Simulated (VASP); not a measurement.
A run of VASP 6.6.1 is set up as follows.

Contents of INCAR:

```
ALGO = Normal
EDIFF = 1E-6
ENCUT = 520
GGA = PE
ISIF = 2
ISMEAR = 0
LASPH = T
LCHARG = T
LELF = T
LREAL = F
LVHAR = T
LWAVE = F
NBANDS = 18
NELM = 60
PREC = Accurate
SIGMA = 0.15
```

Contents of KPOINTS:

```
k-points
0
Gamma
  18 18 18
```

POSCAR

```
Si2Mo
1.0
   -1.6298787326      1.6298787326      3.9366136217
    1.6298787326     -1.6298787326      3.9366136217
    1.6298787326      1.6298787326     -3.9366136217
Si Mo
2 1
Direct
    0.3350971189      0.3350971189      0.0000000000
    0.6649028811      0.6649028811      0.0000000000
    0.0000000000      0.0000000000      0.0000000000
```

Potentials or basis: VASP PAW PBE potentials, release 64 (Si, Mo_sv).

Launch:

```console
$ cat potpaw_PBE.64/Si/POTCAR potpaw_PBE.64/Mo_sv/POTCAR > POTCAR
$ mpirun -np 1 vasp_std > vasp.out
```

Q: Estimate the pressure.

A: -4.8 GPa.

Q: Estimate the band gap on the k mesh.

A: Zero (band 11 reaches 12.06 eV, above the bottom of band 12 at 11.14 eV).

Q: Estimate the largest force.

A: 0.042 eV/Å.

Stress tensor (GPa, compression positive):
```
-6.13  0.00  0.00
 0.00 -6.13  0.00
 0.00  0.00 -2.07
```
